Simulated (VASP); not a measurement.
# FeO (Wuestite) (Fm-3m) in VASP: further runs

FeO (Wuestite) is run at these levels: PBE; tasks: single point.

Everything below comes from runs of VASP 6.6.1. Logs are shortened: lines on timing, memory, paths and dates and some standing lists are left out, and cuts for length are marked.

**Experimental background.**

“W\"ustite: Electric, thermodynamic and optical properties of FeO”, 2012, arxiv:1203.1201 quotes, for a bulk crystal of FeO: band gap 2.4 eV (optical).

How close the calculation comes is told below.

## 1. The cell of the first run

Symmetry: Fm-3m, No. 225, cubic system. Conventional cell: a = 4.311 Å, b = 4.311 Å, c = 4.311 Å, α = 90.00°, β = 90.00°, γ = 90.00°. Within 2.9 Å of Fe (site symmetry m-3m) lie 6 O at 2.16 Å. O (site symmetry m-3m) has 6 Fe at 2.16 Å within 2.9 Å.

## 2. Single point, PBE, collinear spin, ferromagnetic start

Contents of INCAR:

```
SYSTEM = FeO
PREC = Accurate
ENCUT = 520
EDIFF = 1E-7
ISMEAR = 0
SIGMA = 0.05
LREAL = .False.
LASPH = .True.
NELM = 150
ALGO = Normal
ISIF = 2
LWAVE = .False.
LCHARG = .False.
ISPIN = 2
MAGMOM = 3 0
LORBIT = 11
LMAXMIX = 4
GGA = PE
NBANDS = 18
```

Contents of KPOINTS:

```
Automatic mesh
0
Gamma
  9 9 9
  0 0 0
```

Contents of POSCAR:

```
FeO
1.0
    0.0000000000      2.1554000000      2.1554000000
    2.1554000000      0.0000000000      2.1554000000
    2.1554000000      2.1554000000      0.0000000000
Fe O
1 1
Direct
    0.0000000000      0.0000000000      0.0000000000
    0.5000000000      0.5000000000      0.5000000000
```

Potentials or basis: VASP PAW PBE potentials, release 64 (Fe, O).

Command:

```
$ cat potpaw_PBE.64/Fe/POTCAR potpaw_PBE.64/O/POTCAR > POTCAR
$ mpirun -np 1 vasp_std > vasp.out
```

OUTCAR:

```text
SYSTEM = FeO
   PREC = Accurate
   ENCUT = 520
   EDIFF = 1E-7
   ISMEAR = 0
   LREAL = .False.
   LASPH = .True.
   NELM = 150
   ISIF = 2
   ISPIN = 2
   LORBIT = 11
   GGA = PE

 ion  position               nearest neighbor table
   1  0.000  0.000  0.000-   2 2.16   2 2.16   2 2.16   2 2.16   2 2.16   2 2.16
   2  0.500  0.500  0.500-   1 2.16   1 2.16   1 2.16   1 2.16   1 2.16   1 2.16

  LATTYP: Found a face centered cubic cell.
 ALAT       =     4.3108000000

  Lattice vectors:

 A1 = (   0.0000000000,   2.1554000000,   2.1554000000)
 A2 = (   2.1554000000,   0.0000000000,   2.1554000000)
 A3 = (   2.1554000000,   2.1554000000,   0.0000000000)

Analysis of symmetry for initial positions (statically):
=====================================================================
 Subroutine PRICEL returns:
 Original cell was already a primitive cell.

 Routine SETGRP: Setting up the symmetry group for a
 face centered cubic supercell.

 Subroutine GETGRP returns: Found 48 space group operations
 (whereof 48 operations were pure point group operations)
 out of a pool of 48 trial point group operations.

The static configuration has the point symmetry O_h .

Analysis of symmetry for dynamics (positions and initial velocities):
=====================================================================
 Subroutine PRICEL returns:
 Original cell was already a primitive cell.

 Routine SETGRP: Setting up the symmetry group for a
 face centered cubic supercell.

 Subroutine GETGRP returns: Found 48 space group operations
 (whereof 48 operations were pure point group operations)
 out of a pool of 48 trial point group operations.

The dynamic configuration has the point symmetry O_h .

Analysis of structural, dynamic, and magnetic symmetry:
=====================================================================
 Subroutine PRICEL returns:
 Original cell was already a primitive cell.

 Routine SETGRP: Setting up the symmetry group for a
 face centered cubic supercell.

 Subroutine GETGRP returns: Found 48 space group operations
 (whereof 48 operations were pure point group operations)
 out of a pool of 48 trial point group operations.

The overall configuration has the point symmetry O_h .

 Subroutine INISYM returns: Found 48 space group operations
 (whereof 48 operations are pure point group operations),
 and found     1 'primitive' translations

----------------------------------------------------------------------------------------

                                     Primitive cell

  volume of cell :      20.0269

  direct lattice vectors                    reciprocal lattice vectors
     0.000000000  2.155400000  2.155400000    -0.231975503  0.231975503  0.231975503
[... 106 lines left out ...]
     AMIX_MAG =   1.60;   BMIX_MAG =  1.00
  volume/ion in A,a.u.               =      10.01        67.57
  Fermi-wavevector in a.u.,A,eV,Ry     =   1.452935  2.745650 28.722187  2.111021
  Thomas-Fermi vector in A             =   2.570260
   LORBIT       =     11    0 simple, 1 ext, 2 COOP (PROOUT), +10 PAW based schemes
   GGA     = PE    functional components
   LHFCALC =     F    Hartree Fock is set to
   AEXX    =    0.0000 exact exchange contribution
   IVDW    =     0    specifies the selected vdW correction
   LEPSILON=     F    determine dielectric tensor
   LRPA    =     F    only Hartree local field effects (RPA)
 spin polarized calculation
 Gauss-broadening in eV      SIGMA  =   0.05
  energy-cutoff  :      520.00
  volume of cell :       20.03
 maximum number of plane-waves:       556
   NGX = 11   NGY = 11   NGZ = 11

 number of electron      13.9999999 magnetization       4.0000425

 Free energy of the ion-electron system (eV)
  ---------------------------------------------------
  ext. energy  EPLUGINS =         0.00000000
  ---------------------------------------------------
  free energy    TOTEN  =       -14.93175562 eV

  energy without entropy =      -14.92934037  energy(sigma->0) =      -14.93054800

 E-fermi :   6.1564     XC(G=0): -12.1640

 val. band max:        6.1554594104   @ k =  -0.4444   0.2222   0.1111
 cond. band min:       6.1578607266   @ k =   0.2222   0.1111   0.0000
 fundamental gap:      0.0024013162
 Fermi energy:         6.1563501642

 spin component 1

 k-point     1 :       0.0000    0.0000    0.0000
  band No.  band energies     occupation
      1     -14.5194      1.00000
      2       2.3257      1.00000
      3       2.3257      1.00000
      4       2.3257      1.00000
      5       2.4059      1.00000
      6       2.4059      1.00000
[... 493 lines left out ...]
     17      36.0503      0.00000
     18      36.0503      0.00000

 [... further k-points ...]

 spin component 2

 k-point     1 :       0.0000    0.0000    0.0000
  band No.  band energies     occupation
      1     -13.9871      1.00000
      2       2.9638      1.00000
      3       2.9638      1.00000
      4       2.9638      1.00000
      5       5.4659      1.00000
      6       5.4661      1.00000
[... 493 lines left out ...]
     17      36.2102      0.00000
     18      36.2102      0.00000

 [... further k-points ...]
[... 5 lines left out ...]
  --------------------------------------------------------------------------------------
  -------------------------------------------------------------------------------------
  Total       -0.0225394     -0.0225394     -0.0225394      0.0000000      0.0000000      0.0000000
  in kB       -1.8031841     -1.8031841     -1.8031841      0.0000000      0.0000000      0.0000000
  external PRESSURE =      -1.8031841 kB  Pullay stress =       0.0000000 kB

 VOLUME and BASIS-vectors are now :
 -----------------------------------------------------------------------------
  energy-cutoff  :      520.00
  volume of cell :       20.03
      direct lattice vectors                 reciprocal lattice vectors
     0.000000000  2.155400000  2.155400000    -0.231975503  0.231975503  0.231975503
     2.155400000  0.000000000  2.155400000     0.231975503 -0.231975503  0.231975503
     2.155400000  2.155400000  0.000000000     0.231975503  0.231975503 -0.231975503

 POSITION                                       TOTAL-FORCE (eV/Angst)
 -----------------------------------------------------------------------------------
      0.00000      0.00000      0.00000         0.000000      0.000000      0.000000
      2.15540      2.15540      2.15540         0.000000      0.000000      0.000000
 -----------------------------------------------------------------------------------
    total drift:                                0.000000     -0.000000      0.000000

  FREE ENERGIE OF THE ION-ELECTRON SYSTEM (eV)
  ---------------------------------------------------
  free  energy   TOTEN  =       -14.9317556240 eV

  energy  without entropy=      -14.9293403671  energy(sigma->0) =      -14.93054800

 total charge

# of ion       s       p       d       tot
------------------------------------------
    1        0.287   0.358   6.086   6.731
    2        1.556   3.438   0.000   4.994
--------------------------------------------------
tot          1.844   3.796   6.086  11.725

 magnetization (x)

# of ion       s       p       d       tot
------------------------------------------
    1        0.027   0.021   3.571   3.619
    2        0.030   0.272   0.000   0.301
--------------------------------------------------
tot          0.057   0.293   3.571   3.920
```

OSZICAR:

```text
N       E                     dE             d eps       ncg     rms          rms(c)
DAV:   1     0.657452634375E+02    0.65745E+02   -0.67578E+03  2736   0.905E+02
DAV:   2    -0.131453140253E+02   -0.78891E+02   -0.67286E+02  2608   0.202E+02
DAV:   3    -0.173224847453E+02   -0.41772E+01   -0.40782E+01  2998   0.499E+01
DAV:   4    -0.173523401381E+02   -0.29855E-01   -0.29842E-01  3004   0.395E+00
DAV:   5    -0.173525404263E+02   -0.20029E-03   -0.20028E-03  3060   0.338E-01    0.177E+01
DAV:   6    -0.155763748742E+02    0.17762E+01   -0.15246E+01  3368   0.555E+01    0.203E+01
DAV:   7    -0.149642756315E+02    0.61210E+00   -0.27633E+00  3282   0.321E+01    0.952E+00
DAV:   8    -0.149499698526E+02    0.14306E-01   -0.15296E-01  3012   0.355E+00    0.533E+00
DAV:   9    -0.149333416896E+02    0.16628E-01   -0.50500E-02  4002   0.340E+00    0.867E-01
DAV:  10    -0.149316044703E+02    0.17372E-02   -0.11522E-02  3394   0.219E+00    0.128E-01
DAV:  11    -0.149317345283E+02   -0.13006E-03   -0.19465E-03  3222   0.411E-01    0.595E-02
DAV:  12    -0.149317390108E+02   -0.44825E-05   -0.43654E-05  3322   0.654E-02    0.386E-02
DAV:  13    -0.149317543949E+02   -0.15384E-04   -0.23038E-05  3404   0.501E-02    0.150E-02
DAV:  14    -0.149317559923E+02   -0.15974E-05   -0.24248E-06  2948   0.146E-02    0.551E-03
DAV:  15    -0.149317557899E+02    0.20237E-06   -0.22029E-07  2608   0.402E-03    0.329E-03
DAV:  16    -0.149317556529E+02    0.13703E-06   -0.29060E-07  2700   0.557E-03    0.115E-03
DAV:  17    -0.149317556240E+02    0.28943E-07   -0.33249E-08  1390   0.179E-03
   1 F= -.14931756E+02 E0= -.14930548E+02  d E =-.241526E-02  mag=     4.0000
```

stdout:

```text
POSCAR found type information on POSCAR FeO
 POSCAR found :  2 types and       2 ions
 scaLAPACK will be used
 LDA part: xc-table for (Slater+PW92), standard interpolation
 POSCAR, INCAR and KPOINTS ok, starting setup
 FFT: planning ... GRIDC
 FFT: planning ... GRID_SOFT
 FFT: planning ... GRID
 WAVECAR not read
 entering main loop
```

It took 39 s on 1 thread of Intel Xeon 8259CL, shared host; peak memory 0.16 GiB.

What came out:

* Free energy: -14.9318 eV
* Pressure: -0.2 GPa
* Band gap on the k mesh: zero (filled and empty bands overlap)
* Net moment: 4.00 μB per cell
* Site moments: Fe +3.62; O +0.30 μB
* Valence electrons inside the program's atomic spheres: Fe 6.73; O 4.99

Caveat: a cell with one magnetic atom can't hold antiferromagnetic order, which such compounds often take; semilocal functionals often make such compounds metallic where correlation or magnetic order opens a gap, which also shifts bond lengths.

(Continued in part 2 of 2.)
